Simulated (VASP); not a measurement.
Input of a VASP 6.6.1 run:

Contents of INCAR:

```
SYSTEM = Sb
ALGO = Normal
EDIFF = 1E-7
ENCUT = 520
GGA = PE
ISIF = 2
ISMEAR = 0
LASPH = .TRUE.
LCHARG = .FALSE.
LREAL = .FALSE.
LWAVE = .FALSE.
NBANDS = 12
NELM = 60
PREC = Accurate
SIGMA = 0.1
```

File KPOINTS:

```
k-points
0
G
  8 8 8
  0 0 0
```

The input POSCAR:

```
Sb
1.0
    2.1542000000      1.2437279500      3.7580000000
   -2.1542000000      1.2437279500      3.7580000000
    0.0000000000     -2.4874559000      3.7580000000
Sb
2
Direct
    0.2334900000      0.2334900000      0.2334900000
    0.7665100000      0.7665100000      0.7665100000
```

Potentials or basis: VASP PAW PBE potentials, release 64 (Sb).

Run with:

```bash
$ cat potpaw_PBE.64/Sb/POTCAR > POTCAR
$ mpirun -np 1 vasp_std > vasp.out
```

(1) Estimate the band gap on the k mesh.

(2) What does it give for the largest force?

(3) What does it give for the pressure?

Answers

(1) zero (band 5 reaches 7.38 eV, above the bottom of band 6 at 7.08 eV).

(2) 0.197 eV/Å.

(3) 2.8 GPa.

Caveat: spin-orbit coupling is left out, which moves the levels of the heavy elements.
